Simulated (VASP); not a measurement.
# P3C2 (R-3m) in VASP: single point with PBE

Aim: the single point of P3C2 with PBE.

All numbers are computed with VASP 6.6.1; they aren't measurements. Logs are shortened: lines on timing, memory, paths and dates and some standing lists are left out, and cuts for length are marked.

## (1) The cell of the first run

It takes space group R-3m (No. 166, trigonal). The conventional cell has a = 3.280 Å, b = 3.280 Å, c = 23.858 Å, α = 90.00°, β = 90.00°, γ = 120.00°. Within 3.1 Å of P (site symmetry 3m) lie 3 C at 2.35 Å. Within 3.0 Å of P (site symmetry -3m) lie 6 C at 2.30 Å. Within 3.0 Å of C (site symmetry 3m) lie 6 P at 2.30 to 2.35 Å.

## (2) Single point, PBE

INCAR reads:

```
PREC = Accurate ; ENCUT = 520
EDIFF = 1E-7 ; ISMEAR = 0
SIGMA = 0.1 ; LREAL = False
LASPH = True ; NELM = 60
ALGO = Normal ; ISIF = 2
LWAVE = False ; LCHARG = False
GGA = PE ; NBANDS = 20
```

KPOINTS reads:

```
Automatic mesh
0
Gamma
  6 6 6
```

POSCAR reads:

```
P3C2
1.0
    1.6402266200      0.9469852800      7.9526654800
   -1.6402266200      0.9469852800      7.9526654800
    0.0000000000     -1.8939705600      7.9526654800
P C
3 2
Direct
    0.7794186500      0.7794186500      0.7794186500
    0.2205813500      0.2205813500      0.2205813500
    0.0000000000      0.0000000000      0.0000000000
    0.6119155300      0.6119155300      0.6119155300
    0.3880844700      0.3880844700      0.3880844700
```

Potentials or basis: VASP PAW PBE potentials, release 64 (P, C).

Launch:

```
$ cat potpaw_PBE.64/P/POTCAR potpaw_PBE.64/C/POTCAR > POTCAR
$ mpirun -np 1 vasp_std > vasp.out
```

OUTCAR:

```text
PREC = Accurate
   ENCUT = 520
   EDIFF = 1E-7
   ISMEAR = 0
   LREAL = False
   LASPH = True
   NELM = 60
   ISIF = 2
   GGA = PE

 ion  position               nearest neighbor table
   1  0.779  0.779  0.779-   5 2.35   5 2.35   5 2.35
   2  0.221  0.221  0.221-   4 2.35   4 2.35   4 2.35
   3  0.000  0.000  0.000-   4 2.30   5 2.30   4 2.30   4 2.30   5 2.30   5 2.30
   4  0.612  0.612  0.612-   3 2.30   3 2.30   3 2.30   2 2.35   2 2.35   2 2.35
   5  0.388  0.388  0.388-   3 2.30   3 2.30   3 2.30   1 2.35   1 2.35   1 2.35

  LATTYP: Found a trigonal (rhomboedric) cell.
 ALAT       =     8.1750848755
 COS(alpha) =     0.9194893808

  Lattice vectors:

 A1 = (   1.6402266200,   0.9469852800,   7.9526654800)
 A2 = (  -1.6402266200,   0.9469852800,   7.9526654800)
 A3 = (   0.0000000000,  -1.8939705600,   7.9526654800)

Analysis of symmetry for initial positions (statically):
=====================================================================
 Subroutine PRICEL returns:
 Original cell was already a primitive cell.

 Routine SETGRP: Setting up the symmetry group for a
 trigonal (rhombohedral) supercell.

 Subroutine GETGRP returns: Found 12 space group operations
 (whereof 12 operations were pure point group operations)
 out of a pool of 12 trial point group operations.

The static configuration has the point symmetry D_3d.

Analysis of symmetry for dynamics (positions and initial velocities):
=====================================================================
 Subroutine PRICEL returns:
 Original cell was already a primitive cell.

 Routine SETGRP: Setting up the symmetry group for a
 trigonal (rhombohedral) supercell.

 Subroutine GETGRP returns: Found 12 space group operations
 (whereof 12 operations were pure point group operations)
 out of a pool of 12 trial point group operations.

The dynamic configuration has the point symmetry D_3d.

 Subroutine INISYM returns: Found 12 space group operations
 (whereof 12 operations are pure point group operations),
 and found     1 'primitive' translations

----------------------------------------------------------------------------------------

                                     Primitive cell

  volume of cell :      74.1158

  direct lattice vectors                    reciprocal lattice vectors
     1.640226620  0.946985280  7.952665480     0.304835926  0.175997104  0.041914668
    -1.640226620  0.946985280  7.952665480    -0.304835926  0.175997104  0.041914668
     0.000000000 -1.893970560  7.952665480     0.000000000 -0.351994208  0.041914668

  length of vectors
     8.175084876  8.175084876  8.175084875     0.354480975  0.354480975  0.354480975

  position of ions in fractional coordinates (direct lattice)
     0.779418650  0.779418650  0.779418650
     0.220581350  0.220581350  0.220581350
     0.000000000  0.000000000  0.000000000
     0.611915530  0.611915530  0.611915530
     0.388084470  0.388084470  0.388084470

  ion indices of the primitive-cell ions
   primitive index   ion index
                 1           1
                 2           2
                 3           3
                 4           4
                 5           5

----------------------------------------------------------------------------------------

 KPOINTS: Automatic mesh

Automatic generation of k-mesh.
 Grid dimensions read from file:
 generate k-points for:    6    6    6

 Generating k-lattice:

  Cartesian coordinates                     Fractional coordinates (reciprocal lattice)
     0.050805988  0.029332851  0.006985778     0.166666667 -0.000000000 -0.000000000
    -0.050805988  0.029332851  0.006985778    -0.000000000  0.166666667 -0.000000000
     0.000000000 -0.058665701  0.006985778    -0.000000000 -0.000000000  0.166666667

  Length of vectors
     0.059080162  0.059080162  0.059080163

  Shift w.r.t. Gamma in fractional coordinates (k-lattice)
     0.000000000  0.000000000  0.000000000

 Subroutine IBZKPT returns following result:
 ===========================================

 Found     32 irreducible k-points:

 Following reciprocal coordinates:
            Coordinates               Weight
  0.000000  0.000000  0.000000      1.000000
  0.166667 -0.000000 -0.000000      6.000000
  0.333333  0.000000  0.000000      6.000000
  0.500000 -0.000000  0.000000      3.000000
  0.166667  0.166667  0.000000      6.000000
  0.333333  0.166667 -0.000000     12.000000
[... 16 lines left out ...]
  0.500000  0.500000  0.166667      6.000000
 -0.333333  0.500000  0.166667     12.000000
 [... further k-points ...]
   k-points           NKPTS =     32   k-points in BZ     NKDIM =     32   number of bands    NBANDS=     20
   number of dos      NEDOS =    301   number of ions     NIONS =      5
   total plane-waves  NPLWV = 262144
   dimension x,y,z NGX =    64 NGY =   64 NGZ =   64
   dimension x,y,z NGXF=   128 NGYF=  128 NGZF=  128
   ions per type =               3   2
   NGX,Y,Z   is equivalent  to a cutoff of  13.01, 13.01, 13.01 a.u.
   NGXF,Y,Z  is equivalent  to a cutoff of  26.03, 26.03, 26.03 a.u.
 SYSTEM =  unknown system
   PREC   = accura    normal or accurate (medium, high low for compatibility)
   ISTART =      0    job   : 0-new  1-cont  2-samecut
   ICHARG =      2    charge: 1-file 2-atom 10-const
   ISPIN  =      1    spin polarized calculation?
   LNONCOLLINEAR =      F non collinear calculations
   LSORBIT =      F    spin-orbit coupling
   LASPH  =      T    aspherical Exc in radial PAW
   ENCUT  =  520.0 eV  38.22 Ry    6.18 a.u.  15.20 15.20 15.20*2*pi/ulx,y,z
   NELM   =     60;   NELMIN=  2; NELMDL= -5     # of ELM steps
   EDIFF  = 0.1E-06   stopping-criterion for ELM
   LREAL  =      F    real-space projection
   EDIFFG = 0.1E-05   stopping-criterion for IOM
   NSW    =      0    number of steps for IOM
   IBRION =     -1    ionic relax: 0-MD 1-quasi-New 2-CG
   NFREE  =      0    steps in history (QN), initial steepest desc. (CG)
   ISIF   =      2    stress and relaxation
   ISYM   =      2    0-nonsym 1-usesym 2-fastsym
   POTIM  = 0.5000    time-step for ionic-motion
   TEBEG  =    0.0;   TEEND  =   0.0 temperature during run
   PSTRESS=    0.0 pullay stress
   NELECT =      23.0000    total number of electrons
   NUPDOWN=      -1.0000    fix difference up-down
   EMIN   =  10.00;   EMAX   =-10.00  energy-range for DOS
   EFERMI =   0.00;   METHOD = LEGACY
   ISMEAR =     0;   SIGMA  =   0.10  broadening in eV -4-tet -1-fermi 0-gaus
   EFERMI_NEDOS =   21; number of points for ismear=-14 and -15
   IALGO  =     38    algorithm
   IMIX   =      4    mixing-type and parameters
     AMIX     =   0.40;   BMIX     =  1.00
     AMIX_MAG =   1.60;   BMIX_MAG =  1.00
  volume/ion in A,a.u.               =      14.82       100.03
  Fermi-wavevector in a.u.,A,eV,Ry     =   1.108359  2.094495 16.714207  1.228460
  Thomas-Fermi vector in A             =   2.244885
   LORBIT       =      0    0 simple, 1 ext, 2 COOP (PROOUT), +10 PAW based schemes
   GGA     = PE    functional components
   LHFCALC =     F    Hartree Fock is set to
   AEXX    =    0.0000 exact exchange contribution
   IVDW    =     0    specifies the selected vdW correction
   LEPSILON=     F    determine dielectric tensor
   LRPA    =     F    only Hartree local field effects (RPA)
 non-spin polarized calculation
 Gauss-broadening in eV      SIGMA  =   0.10
  energy-cutoff  :      520.00
  volume of cell :       74.12
 maximum number of plane-waves:      2018
 NGX is ok and might be reduce to    64
   NGX = 31   NGY = 31   NGZ = 31

 number of electron      23.0000000 magnetization

 Free energy of the ion-electron system (eV)
  ---------------------------------------------------
  ext. energy  EPLUGINS =         0.00000000
  ---------------------------------------------------
  free energy    TOTEN  =       -26.39032842 eV

  energy without entropy =      -26.37904140  energy(sigma->0) =      -26.38468491

 E-fermi :   6.0294     XC(G=0): -10.5208

 val. band max:        5.9622983666   @ k =  -0.3333  -0.3333   0.1667
 cond. band min:       6.0297338869   @ k =   0.5000   0.3333   0.1667
 fundamental gap:      0.0674355203
 Fermi energy:         6.0294076564

 k-point     1 :       0.0000    0.0000    0.0000
  band No.  band energies     occupation
      1      -9.1899      2.00000
      2      -7.2423      2.00000
      3      -5.7306      2.00000
      4      -1.2777      2.00000
      5       0.2951      2.00000
      6       4.9134      2.00000
[... 12 lines left out ...]
     19      10.7568      0.00000
     20      10.9929      0.00000

 k-point     2 :       0.1667   -0.0000   -0.0000
  band No.  band energies     occupation
      1      -8.7470      2.00000
      2      -6.8508      2.00000
      3      -5.2931      2.00000
      4      -1.2766      2.00000
      5       0.3898      2.00000
      6       2.5099      2.00000
[... 12 lines left out ...]
     19      10.6544      0.00000
     20      11.6212      0.00000

 k-point     3 :       0.3333    0.0000    0.0000
  band No.  band energies     occupation
      1      -7.4413      2.00000
      2      -5.7511      2.00000
      3      -4.1133      2.00000
      4      -2.5905      2.00000
      5      -0.5339      2.00000
      6       0.6886      2.00000
[... 12 lines left out ...]
     19      11.6854      0.00000
     20      12.3318      0.00000

 k-point     4 :       0.5000   -0.0000    0.0000
  band No.  band energies     occupation
      1      -5.4673      2.00000
      2      -5.3632      2.00000
      3      -4.5138      2.00000
      4      -2.9199      2.00000
      5      -1.7369      2.00000
      6      -0.6212      2.00000
[... 429 lines left out ...]
 k-point    23 :       0.5000    0.5000    0.1667
  band No.  band energies     occupation
      1      -7.3818      2.00000
      2      -6.0045      2.00000
      3      -3.7859      2.00000
      4      -2.2410      2.00000
      5      -1.1904      2.00000
      6       0.2700      2.00000
[... 12 lines left out ...]
     19      11.5564      0.00000
     20      11.9877      0.00000

 k-point    24 :      -0.3333    0.5000    0.1667
  band No.  band energies     occupation
      1      -6.1304      2.00000
      2      -4.9520      2.00000
      3      -3.9285      2.00000
      4      -2.6584      2.00000
      5      -2.1320      2.00000
      6       0.2286      2.00000
[... 12 lines left out ...]
     19      12.0466      0.00000
     20      12.8447      0.00000

 [... further k-points ...]

------------------------ aborting loop because EDIFF is reached ----------------------------------------

  FORCE on cell =-STRESS in cart. coord.  units (eV):
  Direction    XX          YY          ZZ          XY          YZ          ZX
  --------------------------------------------------------------------------------------
  -------------------------------------------------------------------------------------
  Total      -11.6237209    -11.6237208    -12.8688313      0.0000000      0.0000000      0.0000000
  in kB     -251.2723518   -251.2723515   -278.1881596      0.0000000      0.0000000      0.0000000
  external PRESSURE =    -260.2442876 kB  Pullay stress =       0.0000000 kB

 VOLUME and BASIS-vectors are now :
 -----------------------------------------------------------------------------
  energy-cutoff  :      520.00
  volume of cell :       74.12
      direct lattice vectors                 reciprocal lattice vectors
     1.640226620  0.946985280  7.952665480     0.304835926  0.175997104  0.041914668
    -1.640226620  0.946985280  7.952665480    -0.304835926  0.175997104  0.041914668
     0.000000000 -1.893970560  7.952665480     0.000000000 -0.351994208  0.041914668

 POSITION                                       TOTAL-FORCE (eV/Angst)
 -----------------------------------------------------------------------------------
      0.00000      0.00000     18.59537         0.000000     -0.000000     -2.268022
      0.00000      0.00000      5.26263         0.000000     -0.000000      2.268022
      0.00000      0.00000      0.00000         0.000000     -0.000000      0.000000
      0.00000      0.00000     14.59908         0.000000      0.000000     -1.057048
      0.00000      0.00000      9.25892         0.000000      0.000000      1.057048
 -----------------------------------------------------------------------------------
    total drift:                                0.000000      0.000000     -0.000000

  FREE ENERGIE OF THE ION-ELECTRON SYSTEM (eV)
  ---------------------------------------------------
  free  energy   TOTEN  =       -26.3903284162 eV

  energy  without entropy=      -26.3790413996  energy(sigma->0) =      -26.38468491
```

It took 3.6 min on 1 thread of Intel Xeon Platinum 8488C (Sapphire Rapids), shared host; peak memory 0.51 GiB.

What came out:

* Free energy: -26.3903 eV
* Pressure: -26.0 GPa
* Largest force: 2.268 eV/Å

Forces on the atoms (eV/Å):
```
P    0.000  0.000 -2.268
P    0.000  0.000  2.268
P    0.000  0.000  0.000
C    0.000  0.000 -1.057
C    0.000  0.000  1.057
```

Levels at points of the mesh, in eV from the Fermi level:
```
           k point  band 7  band 8  band 9  band 10  band 11  band 12  band 13  band 14  band 15  band 16
(0.00, 0.00, 0.00)   -1.12   -0.81   -0.81     0.11     0.17     1.51     1.51     2.24     2.30     2.30
(0.50, 0.00, 0.00)   -3.55   -3.51   -2.79    -2.27    -2.16    -1.56     1.33     1.49     2.10     2.25
(0.50, 0.50, 0.00)   -4.68   -3.99   -3.60    -1.95    -0.80    -0.15     0.49     0.89     1.38     3.50
(0.50, 0.50, 0.50)   -1.11   -1.11   -0.81    -0.81     1.27     1.27     1.62     1.68     2.89     2.89
```

Caveat: the k points lie up to 0.37 Å⁻¹ apart; forces of over 1 eV/Å act on the atoms, so gaps and moduli don't describe the material at rest.
